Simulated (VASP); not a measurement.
Wanted: the native input for a VASP 6.6.1 run.

* Task: single point
* Functional: PBE
* Potentials or basis: VASP PAW PBE potentials, release 64 (Sb)
* Cutoff: 520 eV
* k mesh: 12 × 12 × 12
* Occupations: gaussian, width 0.15 eV
* Spin: no spin polarisation
* Dipole correction: no
* Further INCAR settings: ALGO = Normal; EDIFF = 1e-07; NBANDS = 12

The structure of Sb lies in POSCAR:

```
Sb
1.0
    2.1506003320      1.2416496806      3.7440000000
   -2.1506003320      1.2416496806      3.7440000000
    0.0000000000     -2.4832993611      3.7440000000
Sb
2
Direct
    0.2069305983      0.2069305983      0.2069305983
    0.7663600000      0.7663600000      0.7663600000
```

This cell differs from its parent crystal: atom 1 (Sb) moved by (+0.000, -0.300) A along [1 1 0] and z.

These files were run (other wordings do the same):

INCAR

```
SYSTEM = Sb
ALGO     = Normal         ! electronic algorithm
EDIFF    = 1E-7           ! SCF threshold, eV
ENCUT    = 520            ! plane-wave cutoff, eV
GGA      = PE             ! functional
ISIF     = 2              ! what is computed and relaxed
ISMEAR   = 0              ! smearing method
LASPH    = .TRUE.         ! aspherical terms in the spheres
LCHARG   = .FALSE.        ! write CHGCAR
LREAL    = .FALSE.        ! projectors in reciprocal space
LWAVE    = .FALSE.        ! write WAVECAR
NBANDS   = 12             ! bands
NELM     = 100            ! most SCF steps
PREC     = Accurate       ! precision mode
SIGMA    = 0.15           ! smearing width, eV
```

KPOINTS

```
k-points
0
G
  12 12 12
  0 0 0
```

Potentials or basis: VASP PAW PBE potentials, release 64 (Sb).

Command:

```bash
$ cat potpaw_PBE.64/Sb/POTCAR > POTCAR
$ mpirun -np 1 vasp_std > vasp.out
```

Results of the run:

```yaml
Pressure: 8.7 GPa
Largest_force: 2.168 eV/Å
Band_gap_on_the_k_mesh: zero (bands 5 and 6 overlap by 0.03 eV)
```

Caveat: the cell differs from its parent crystal (atom 1 (Sb) moved by (+0.000, -0.300) A along [1 1 0] and z); the cell stands under pressure; spin-orbit coupling is left out, which moves the levels of the heavy elements; forces of over 1 eV/Å act on the atoms, so gaps and moduli don't describe the material at rest.

It took 120 s on 1 thread of AMD EPYC 7R43 64-Core Processor (Zen 3), on a shared host, peak memory 0.24 GiB.
